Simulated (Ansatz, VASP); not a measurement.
One calculation of BaTiO3, two programs

Contents of INCAR:

```
SYSTEM = BaTiO3
ALGO = Normal
EDIFF = 1E-6
EDIFFG = -0.005
ENCUT = 600
GGA = PE
IBRION = 2
ISIF = 3
ISMEAR = 0
LASPH = .True.
LCHARG = .False.
LREAL = .False.
LWAVE = .False.
NELM = 100
NSW = 100
PREC = Accurate
SIGMA = 0.02
```

The input KPOINTS:

```
k-points
0
Gamma
  8 8 8
  0 0 0
```

POSCAR

```
BaTiO3
1.0
    4.0060000000      0.0000000000      0.0000000000
    0.0000000000      4.0060000000      0.0000000000
    0.0000000000      0.0000000000      4.0060000000
Ba Ti O
1 1 3
Direct
    0.5000000000      0.5000000000      0.5000000000
    0.0000000000      0.0000000000      0.0000000000
    0.5000000000      0.0000000000      0.0000000000
    0.0000000000      0.5000000000      0.0000000000
    0.0000000000      0.0000000000      0.5000000000
```

Input for Ansatz:

```yaml
crystal:
  lattice:
    - [4.006, 0.0, 0.0]
    - [0.0, 4.006, 0.0]
    - [0.0, 0.0, 4.006]
  atoms:
    - { symbol: Ba, position: [0.5, 0.5, 0.5] }
    - { symbol: Ti, position: [0.0, 0.0, 0.0] }
    - { symbol: O, position: [0.5, 0.0, 0.0] }
    - { symbol: O, position: [0.0, 0.5, 0.0] }
    - { symbol: O, position: [0.0, 0.0, 0.5] }
basis:
  ecutwfc: 420
kpoints:
  mp_grid: { grid: [8, 8, 8] }
hamiltonian:
  xc: pbe
scf:
  occupations: { method: gaussian, width: 0.02 }
output:
  forces: true
  stress: true
  eigenvalues: true
relax:
  adjacent_minimum: "off"
  f_tol: 0.005
  max_steps: 80
  cell: { stress_tol: 0.05 }
```

Alike in both runs: task relaxation of cell and atoms; functional PBE; k mesh 8 × 8 × 8; occupations gaussian, width 0.02 eV; no spin polarisation.

|  | VASP | Ansatz |
| --- | --- | --- |
| version | VASP 6.6.1 | Ansatz 0.2.0 |
| potentials or method | VASP PAW PBE potentials, release 64 (Ba_sv, Ti_sv, O), cutoff 600 eV | scalar-relativistic, plane waves, PAW |
| valence electrons in the cell | 40 | 40 |

Ansatz gave:

| Property | Result |
| --- | --- |
| gap on the k mesh at the Fermi level, each at its own relaxed structure (eV) | 1.78 |
| relaxed volume (Å³/atom) | 12.99 |
| relaxed length of the cell vector where the two differ most in proportion (Å) | 4.019 |

Task: Which values does VASP return?

Result: gap on the k mesh at the Fermi level, each at its own relaxed structure (eV): 1.70; relaxed volume (Å³/atom): 13.11; relaxed length of the cell vector where the two differ most in proportion (Å): 4.032.

Neither program's run includes spin-orbit coupling.
